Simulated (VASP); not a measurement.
# In2O3 in VASP: single point with PBEsol

Aim: the single point of In2O3 with PBEsol.

Program: VASP 6.6.1. These are calculated values, not measurements. Logs are shortened: lines on timing, memory, paths and dates and some standing lists are left out, and cuts for length are marked.

## (1) The cell of the first run

The cell holds a disordered packing, 80 atoms: a = 10.466 Å, b = 10.466 Å, c = 10.466 Å, α = 90.00°, β = 90.00°, γ = 90.00°.

## (2) Single point, PBEsol

Input file INCAR:

```
ALGO = Normal
EDIFF = 1E-6
ENCUT = 520
GGA = PS
ISIF = 2
ISMEAR = -1
LASPH = T
LCHARG = T
LELF = T
LREAL = Auto
LVHAR = T
LWAVE = F
NBANDS = 398
NELM = 100
PREC = Accurate
SIGMA = 0.05
```

Input file KPOINTS:

```
k-points
0
Gamma
  1 1 1
```

Input file POSCAR:

```
In2O3
1.0
   10.4662810000      0.0000000000      0.0000000000
    0.0000000000     10.4662810000      0.0000000000
    0.0000000000      0.0000000000     10.4662810000
In O
32 48
Direct
    0.2925360000      0.3585230000      0.2686250000
    0.6614890000      0.9907560000      0.2235810000
    0.9583690000      0.1276260000      0.7108340000
    0.2422930000      0.4480960000      0.9976160000
    0.7872140000      0.9902030000      0.9256840000
    0.8639410000      0.3430350000      0.5053310000
    0.0059580000      0.7009950000      0.8711910000
    0.9864240000      0.4592920000      0.1828150000
    0.2855310000      0.0220180000      0.2708010000
    0.3956680000      0.1791550000      0.9725070000
    0.5111590000      0.6363210000      0.2440470000
    0.7511150000      0.6335680000      0.0545170000
    0.1925360000      0.9405440000      0.9300930000
    0.6089760000      0.1859960000      0.4857830000
    0.5277240000      0.0063970000      0.7200550000
    0.9511290000      0.8703730000      0.1963210000
    0.6291060000      0.3173730000      0.1217310000
    0.5910470000      0.5159530000      0.5018630000
    0.2544580000      0.5817520000      0.4673980000
    0.1397460000      0.8438870000      0.5680020000
    0.9666060000      0.1941200000      0.0344320000
    0.2086010000      0.7355630000      0.1661540000
    0.4502530000      0.8425520000      0.4467790000
    0.2841890000      0.1585780000      0.5550660000
    0.4438460000      0.3999430000      0.7682440000
    0.6890670000      0.6956560000      0.7560630000
    0.3518440000      0.6829910000      0.7682420000
    0.8665710000      0.6717220000      0.4161590000
    0.7464470000      0.3564120000      0.8042140000
    0.1233790000      0.3951630000      0.7292090000
    0.7949400000      0.9364940000      0.5458400000
    0.4905360000      0.8718970000      0.9987790000
    0.4695560000      0.9371540000      0.2658340000
    0.4237530000      0.4748210000      0.3836800000
    0.9852500000      0.9588820000      0.6088110000
    0.3879050000      0.5470320000      0.9050670000
    0.5927150000      0.6986160000      0.4162750000
    0.1108010000      0.3111080000      0.1105410000
    0.3385250000      0.7098420000      0.3145620000
    0.3250530000      0.1921060000      0.3646660000
    0.1869250000      0.5361500000      0.1735560000
    0.0786790000      0.5171180000      0.8880250000
    0.6247160000      0.5111640000      0.1485270000
    0.6052100000      0.0338710000      0.0250380000
    0.8211540000      0.7822550000      0.9087720000
    0.6185080000      0.7730700000      0.1208490000
    0.6385380000      0.1866650000      0.2845700000
    0.4093340000      0.3286840000      0.1098560000
    0.0314390000      0.0529330000      0.8949140000
    0.7243440000      0.9847850000      0.7389380000
    0.8147440000      0.1484660000      0.5261370000
    0.4618640000      0.1954070000      0.6383950000
    0.9254300000      0.3629490000      0.6935090000
    0.8384520000      0.3418530000      0.1031210000
    0.0171770000      0.4166240000      0.3830480000
    0.9011430000      0.6493270000      0.2001580000
    0.8568270000      0.0280050000      0.1151900000
    0.3800830000      0.0165380000      0.8524600000
    0.1507380000      0.4034470000      0.4180090000
    0.3289760000      0.7403640000      0.5770810000
    0.8094460000      0.8758600000      0.3433020000
    0.3158760000      0.7898370000      0.0056330000
    0.1315040000      0.8915620000      0.2748170000
    0.2667570000      0.0643850000      0.0780140000
    0.2797010000      0.4909270000      0.6529980000
    0.2776350000      0.3045600000      0.8547990000
    0.8365480000      0.1895960000      0.8690740000
    0.1219470000      0.2164440000      0.6377750000
    0.1617070000      0.7921350000      0.7744580000
    0.8021370000      0.7380790000      0.5984520000
    0.7623210000      0.5437010000      0.8718660000
    0.5846980000      0.9803870000      0.5226760000
    0.2806060000      0.9707120000      0.4891370000
    0.0605640000      0.8023780000      0.0369910000
    0.5394910000      0.5664810000      0.6882050000
    0.6660740000      0.3501660000      0.6015580000
    0.5236680000      0.8070140000      0.8025810000
    0.0680770000      0.6832560000      0.4706540000
    0.7759020000      0.4946220000      0.4126570000
    0.5713910000      0.2979560000      0.9036610000
```

Potentials or basis: VASP PAW PBE potentials, release 64 (In_d, O).

Run with:

```sh
> cat potpaw_PBE.64/In_d/POTCAR potpaw_PBE.64/O/POTCAR > POTCAR
> mpirun -np 1 vasp_gam > vasp.out
```

OUTCAR:

```text
EDIFF = 1E-6
   ENCUT = 520
   GGA = PS
   ISIF = 2
   ISMEAR = -1
   LASPH = T
   LREAL = Auto
   NELM = 100
   PREC = Accurate

 ion  position               nearest neighbor table
   1  0.293  0.359  0.269-  40 2.04  48 2.09  34 2.19  59 2.21  41 2.38  38 2.57   4 3.03  19 3.15
                             8 3.49   9 3.52  24 3.66  11 3.71  10 3.78  17 3.87
   2  0.661  0.991  0.224-  33 2.13  47 2.16  44 2.21  61 2.33  57 2.37  46 2.56  32 3.21  16 3.30
                             5 3.38  14 3.47  23 3.57  17 3.60  31 3.69   9 3.98
   3  0.958  0.128  0.711-  35 2.08  68 2.09  67 2.19  49 2.22  51 2.46  53 2.49  50 2.88  31 3.15
                             5 3.21   6 3.27  30 3.30  29 3.41  21 3.46  24 3.79  20 3.83  13 3.89
   4  0.242  0.448  0.998-  36 2.08  41 2.14  66 2.15  42 2.18  38 2.31  48 2.45   1 3.03  30 3.12
                            25 3.24  10 3.25   8 3.31  22 3.51  27 3.62   7 3.86  21 3.94
   5  0.787  0.990  0.926-  50 2.06  57 2.15  45 2.21  44 2.22  67 2.23  49 2.66  21 3.06   3 3.21
                             2 3.38  32 3.43  15 3.47  16 3.54  26 3.70   7 3.84  12 3.99  31 4.02
   6  0.864  0.343  0.505-  79 2.08  53 2.08  51 2.11  55 2.19  76 2.30  14 3.14   3 3.27  29 3.36
                            18 3.38  28 3.56  30 3.63   8 3.81
   7  0.006  0.701  0.871-  42 2.08  74 2.11  69 2.14  45 2.15  13 3.24  12 3.36  26 3.53  30 3.74
                            22 3.76  20 3.78  27 3.78   5 3.84   4 3.86  16 3.88
   8  0.986  0.459  0.183-  54 2.15  38 2.16  55 2.17  56 2.19  41 2.25  21 3.19   4 3.31  12 3.35
                             1 3.49  28 3.53  22 3.71   6 3.81
   9  0.286  0.022  0.271-  40 2.07  64 2.08  63 2.11  33 2.12  73 2.35  23 3.15  22 3.29  24 3.30
[... 75 lines left out ...]
  61  0.809  0.876  0.343-  16 2.14  31 2.22   2 2.33  28 2.35
  62  0.316  0.790  0.006-  32 2.02  22 2.10  13 2.19  27 2.75
  63  0.132  0.892  0.275-  16 2.07   9 2.11  22 2.15
  64  0.267  0.064  0.078-   9 2.08  10 2.12  13 2.16
  65  0.280  0.491  0.653-  30 2.08  19 2.18  25 2.31  27 2.46
  66  0.278  0.305  0.855-   4 2.15  10 2.18  25 2.20  30 2.29
  67  0.837  0.190  0.869-  29 2.10   3 2.19  21 2.20   5 2.23
  68  0.122  0.216  0.638-  24 2.00   3 2.09  30 2.10
  69  0.162  0.792  0.774-   7 2.14  20 2.24  13 2.27  27 2.30
  70  0.802  0.738  0.598-  26 2.08  28 2.14  31 2.15
  71  0.762  0.544  0.872-  29 2.09  12 2.13  26 2.14
  72  0.585  0.980  0.523-  23 2.17  15 2.17  14 2.20  31 2.26
  73  0.281  0.971  0.489-  24 2.08  20 2.15  23 2.27   9 2.35
  74  0.061  0.802  0.037-   7 2.11  16 2.14  22 2.17  13 2.29
  75  0.539  0.566  0.688-  18 2.09  25 2.18  26 2.19  27 2.46
  76  0.666  0.350  0.602-  18 2.17  14 2.19  29 2.28   6 2.30  25 2.95
  77  0.524  0.807  0.803-  26 2.14  32 2.19  27 2.25  15 2.26
  78  0.068  0.683  0.471-  20 2.10  28 2.19  19 2.22
  79  0.776  0.495  0.413-   6 2.08  28 2.08  18 2.16
  80  0.571  0.298  0.904-  29 2.19  25 2.22  10 2.33  17 2.37

  LATTYP: Found a simple cubic cell.
 ALAT       =    10.4662810000

  Lattice vectors:

 A1 = (  10.4662810000,   0.0000000000,   0.0000000000)
 A2 = (   0.0000000000,  10.4662810000,   0.0000000000)
 A3 = (   0.0000000000,   0.0000000000,  10.4662810000)

Analysis of symmetry for initial positions (statically):
=====================================================================
 Subroutine PRICEL returns:
 Original cell was already a primitive cell.

 Routine SETGRP: Setting up the symmetry group for a
 simple cubic supercell.

 Subroutine GETGRP returns: Found  1 space group operations
 (whereof  1 operations were pure point group operations)
 out of a pool of 48 trial point group operations.

The static configuration has the point symmetry C_1 .

Analysis of symmetry for dynamics (positions and initial velocities):
=====================================================================
 Subroutine PRICEL returns:
 Original cell was already a primitive cell.

 Routine SETGRP: Setting up the symmetry group for a
 simple cubic supercell.

 Subroutine GETGRP returns: Found  1 space group operations
 (whereof  1 operations were pure point group operations)
 out of a pool of 48 trial point group operations.

[... 203 lines left out ...]
  Shift w.r.t. Gamma in fractional coordinates (k-lattice)
     0.000000000  0.000000000  0.000000000

 Subroutine IBZKPT returns following result:
 ===========================================

 Found      1 irreducible k-points:

 Following reciprocal coordinates:
            Coordinates               Weight
  0.000000  0.000000  0.000000      1.000000
   k-points           NKPTS =      1   k-points in BZ     NKDIM =      1   number of bands    NBANDS=    398
   number of dos      NEDOS =    301   number of ions     NIONS =     80
   total plane-waves  NPLWV = 512000
   dimension x,y,z NGX =    80 NGY =   80 NGZ =   80
   dimension x,y,z NGXF=   160 NGYF=  160 NGZF=  160
   ions per type =              32  48
   NGX,Y,Z   is equivalent  to a cutoff of  12.71, 12.71, 12.71 a.u.
   NGXF,Y,Z  is equivalent  to a cutoff of  25.41, 25.41, 25.41 a.u.
 SYSTEM =  unknown system
   PREC   = accura    normal or accurate (medium, high low for compatibility)
   ISTART =      0    job   : 0-new  1-cont  2-samecut
   ICHARG =      2    charge: 1-file 2-atom 10-const
   ISPIN  =      1    spin polarized calculation?
   LNONCOLLINEAR =      F non collinear calculations
   LSORBIT =      F    spin-orbit coupling
   LASPH  =      T    aspherical Exc in radial PAW
   ENCUT  =  520.0 eV  38.22 Ry    6.18 a.u.  19.46 19.46 19.46*2*pi/ulx,y,z
   NELM   =    100;   NELMIN=  2; NELMDL= -5     # of ELM steps
   EDIFF  = 0.1E-05   stopping-criterion for ELM
   LREAL  =      T    real-space projection
   EDIFFG = 0.1E-04   stopping-criterion for IOM
   NSW    =      0    number of steps for IOM
[... 5 lines left out ...]
   TEBEG  =    0.0;   TEEND  =   0.0 temperature during run
   PSTRESS=    0.0 pullay stress
   NELECT =     704.0000    total number of electrons
   NUPDOWN=      -1.0000    fix difference up-down
   EMIN   =  10.00;   EMAX   =-10.00  energy-range for DOS
   EFERMI =   0.00;   METHOD = LEGACY
   ISMEAR =    -1;   SIGMA  =   0.05  broadening in eV -4-tet -1-fermi 0-gaus
   EFERMI_NEDOS =   21; number of points for ismear=-14 and -15
   IALGO  =     38    algorithm
   IMIX   =      4    mixing-type and parameters
     AMIX     =   0.40;   BMIX     =  1.00
     AMIX_MAG =   1.60;   BMIX_MAG =  1.00
  volume/ion in A,a.u.               =      14.33        96.71
  Fermi-wavevector in a.u.,A,eV,Ry     =   1.391468  2.629494 26.343384  1.936184
  Thomas-Fermi vector in A             =   2.515304
   LORBIT       =      0    0 simple, 1 ext, 2 COOP (PROOUT), +10 PAW based schemes
   GGA     = PS    functional components
   LHFCALC =     F    Hartree Fock is set to
   AEXX    =    0.0000 exact exchange contribution
   IVDW    =     0    specifies the selected vdW correction
   LEPSILON=     F    determine dielectric tensor
   LRPA    =     F    only Hartree local field effects (RPA)
 non-spin polarized calculation
  energy-cutoff  :      520.00
  volume of cell :     1146.51
 maximum number of plane-waves:     15516
 NGX is ok and might be reduce to    80
   NGX = 39   NGY = 39   NGZ = 39

 number of electron     704.0000009 magnetization

 Free energy of the ion-electron system (eV)
  ---------------------------------------------------
  ext. energy  EPLUGINS =         0.00000000
  ---------------------------------------------------
  free energy    TOTEN  =      -458.09061921 eV

  energy without entropy =     -458.09061921  energy(sigma->0) =     -458.09061921

 E-fermi :   5.9179     XC(G=0): -10.7063

 val. band max:        4.7186467366   @ k =   0.0000   0.0000   0.0000
 cond. band min:       7.1521602873   @ k =   0.0000   0.0000   0.0000
 fundamental gap:      2.4335135507
 Fermi energy:         5.9179212587

 k-point     1 :       0.0000    0.0000    0.0000
  band No.  band energies     occupation
      1     -16.5861      2.00000
      2     -13.3160      2.00000
      3     -13.0887      2.00000
      4     -13.0636      2.00000
      5     -13.0109      2.00000
      6     -12.9613      2.00000
[... 356 lines left out ...]
    363       8.6255      0.00000
    364       8.6968      0.00000
 [bands above 364 left out]

------------------------ aborting loop because EDIFF is reached ----------------------------------------

  FORCE on cell =-STRESS in cart. coord.  units (eV):
  Direction    XX          YY          ZZ          XY          YZ          ZX
  --------------------------------------------------------------------------------------
  -------------------------------------------------------------------------------------
  Total      -26.1636451     -0.0129952    -12.9554967      1.6312935      0.7729514      0.1454375
  in kB      -36.5621445     -0.0181601    -18.1045393      2.2796360      1.0801538      0.2032403
  external PRESSURE =     -18.2282813 kB  Pullay stress =       0.0000000 kB

 VOLUME and BASIS-vectors are now :
 -----------------------------------------------------------------------------
  energy-cutoff  :      520.00
  volume of cell :     1146.51
      direct lattice vectors                 reciprocal lattice vectors
    10.466281000  0.000000000  0.000000000     0.095544922  0.000000000  0.000000000
     0.000000000 10.466281000  0.000000000     0.000000000  0.095544922  0.000000000
     0.000000000  0.000000000 10.466281000     0.000000000  0.000000000  0.095544922

 POSITION                                       TOTAL-FORCE (eV/Angst)
 -----------------------------------------------------------------------------------
      3.06176      3.75240      2.81150        -0.015571      0.009522     -0.021478
      6.92333     10.36953      2.34006         0.024338     -0.029068      0.005845
     10.03056      1.33577      7.43979        -0.034959      0.019968      0.004123
      2.53591      4.68990     10.44133         0.008381     -0.018869      0.012556
      8.23920     10.36374      9.68847         0.011550      0.002012      0.001250
      9.04225      3.59030      5.28894         0.029768      0.001626     -0.027424
[... 72 lines left out ...]
      8.12081      5.17685      4.31898        -0.008922     -0.015376     -0.038581
      5.98034      3.11849      9.45797        -0.008816     -0.017701      0.018860
 -----------------------------------------------------------------------------------
    total drift:                                0.105903     -0.147832      0.009183

  FREE ENERGIE OF THE ION-ELECTRON SYSTEM (eV)
  ---------------------------------------------------
  free  energy   TOTEN  =      -458.0906192128 eV

  energy  without entropy=     -458.0906192127  energy(sigma->0) =     -458.09061921
```

Run time: 37 min. Hardware: 1 thread of Intel Xeon 8259CL, shared host; peak memory 1 GiB.

Results:

| Item | Value |
| --- | --- |
| Free energy | -458.0906 eV |
| Pressure | -1.8 GPa |
| Largest force | 0.210 eV/Å |
| Band gap on the k mesh | 2.43 eV |

Forces in eV/Å, atoms in the order of the input:
```
In  -0.016  0.010 -0.021
In   0.024 -0.029  0.006
In  -0.035  0.020  0.004
In   0.008 -0.019  0.013
In   0.012  0.002  0.001
In   0.030  0.002 -0.027
In  -0.024 -0.003 -0.042
In  -0.035  0.008  0.001
In  -0.012 -0.017  0.011
In   0.025  0.024 -0.003
In  -0.004 -0.006 -0.024
In   0.018 -0.016 -0.006
In   0.017  0.006 -0.001
In  -0.023  0.017 -0.019
In  -0.015  0.003  0.001
In   0.001 -0.016 -0.014
In  -0.003 -0.027 -0.013
In  -0.001 -0.004 -0.009
In   0.001 -0.014 -0.002
In   0.007  0.020 -0.003
In   0.029 -0.020  0.004
In  -0.012  0.004 -0.005
In  -0.005  0.004  0.003
In  -0.018  0.012  0.017
In   0.013 -0.018 -0.040
In   0.005 -0.011 -0.004
In   0.007 -0.008  0.011
In   0.019  0.001 -0.005
In  -0.004  0.003  0.000
In  -0.010 -0.007  0.038
In  -0.017 -0.002 -0.024
In  -0.015  0.012  0.016
O    0.003 -0.007 -0.027
O    0.001 -0.002  0.003
O    0.020 -0.008 -0.002
O    0.019  0.021  0.041
O    0.040  0.036  0.026
O    0.047 -0.007  0.009
O   -0.015  0.000  0.022
O    0.021 -0.006  0.005
O   -0.008 -0.015  0.025
O   -0.019 -0.013  0.009
O   -0.015 -0.006  0.004
O   -0.009  0.050 -0.015
O   -0.008  0.011  0.010
O    0.017  0.034  0.017
O    0.001  0.019 -0.004
O    0.020  0.015 -0.008
O   -0.017 -0.007 -0.002
O    0.027 -0.001 -0.019
O    0.021 -0.024  0.006
O    0.014  0.032  0.030
O    0.007  0.009  0.032
O   -0.024  0.003 -0.007
O   -0.207  0.011 -0.034
O    0.019  0.016  0.011
O   -0.013  0.020  0.012
O   -0.029 -0.020 -0.013
O    0.190 -0.022  0.059
O    0.002  0.022  0.001
O   -0.018  0.004  0.003
O   -0.018 -0.029 -0.020
O    0.002  0.016  0.040
O   -0.016  0.002  0.003
O    0.022  0.009 -0.011
O   -0.026 -0.033 -0.029
O   -0.006 -0.004 -0.001
O   -0.009 -0.001 -0.011
O    0.016  0.011 -0.017
O    0.015 -0.010  0.005
O    0.021  0.001  0.012
O    0.011 -0.007 -0.014
O    0.007 -0.019 -0.013
O   -0.014  0.011  0.007
O   -0.014  0.006  0.016
O   -0.012 -0.002  0.029
O   -0.004  0.010 -0.010
O   -0.014 -0.023 -0.020
O   -0.009 -0.015 -0.039
O   -0.009 -0.018  0.019
```

Levels at points of the mesh, in eV from the valence-band top:
| k point | band 349 | band 350 | band 351 | band 352 | band 353 | band 354 | band 355 | band 356 |
| --- | --- | --- | --- | --- | --- | --- | --- | --- |
| (0.00, 0.00, 0.00) | -0.38 | -0.31 | -0.18 | 0.00 | 2.43 | 2.59 | 2.73 | 2.78 |

Caveat: the k points lie up to 0.60 Å⁻¹ apart; the PAW data sets were made with another functional, which shifts forces and pressure a little; spin-orbit coupling is left out, which moves the levels of the heavy elements.
